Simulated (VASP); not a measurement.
BeAl:

```
Be Al
1.0
     2.86203    0.00000    0.00000
    -1.43102    2.47859    0.00000
     0.00000    0.00000    3.42015
Be Al
1 1
Direct
  0.00000 0.00000 0.50000
  0.00000 0.00000 0.00000
```

The cell was generated, and may not be a known phase.

* Program: VASP 6.6.1
* Task: relaxation of cell and atoms
* Functional: PBE
* Potentials or basis: VASP PAW PBE potentials, release 64 (Be, Al)
* Cutoff: 600 eV
* k mesh: 6 × 6 × 6
* Occupations: gaussian, width 0.1 eV
* Spin: no spin polarisation

At the start: pressure 69.4 GPa; volume 12.13 Å³/atom.

Problem. How do energy, volume and symmetry change on relaxing?

Solution. Over 11 steps the energy falls by 2264.0 meV/atom and the volume is 15.22 Å³/atom (+25.5 %); space group P6/mmm (No. 191, to 0.1 Å) before and after.

Step by step:
```csv
step,energy change (eV),largest force (eV/Å),pressure (GPa),volume (Å³)
1,0.0000,0.0000,69.37,24.26
2,-4.1508,0.0000,-11.66,40.84
3,-4.1746,0.0000,-11.82,40.19
4,-4.1938,0.0000,-11.88,39.63
5,-4.4825,0.0000,-3.44,32.52
6,-4.3897,0.0000,-7.26,34.80
7,-4.4850,0.0000,-4.61,33.05
8,-4.4864,0.0000,-4.15,32.82
9,-4.5253,0.0000,-1.35,31.10
10,-4.5266,0.0000,-0.67,30.76
11,-4.5280,0.0000,0.07,30.44
```

Final structure:
```xyz
2
Lattice="2.7057 0.0000 0.0000 -1.3529 2.3432 0.0000 0.0000 0.0000 4.8011" Properties=species:S:1:pos:R:3 pbc="T T T"
Be    0.0000    0.0000    2.4005
Al    1.3529    2.3432    0.0000
```

Caveat: the k points lie up to 0.45 Å⁻¹ apart in the final cell, too coarse for converged energies and pressures of a metal; the volume moved by over 15 % at a fixed basis, so the end points are rough.
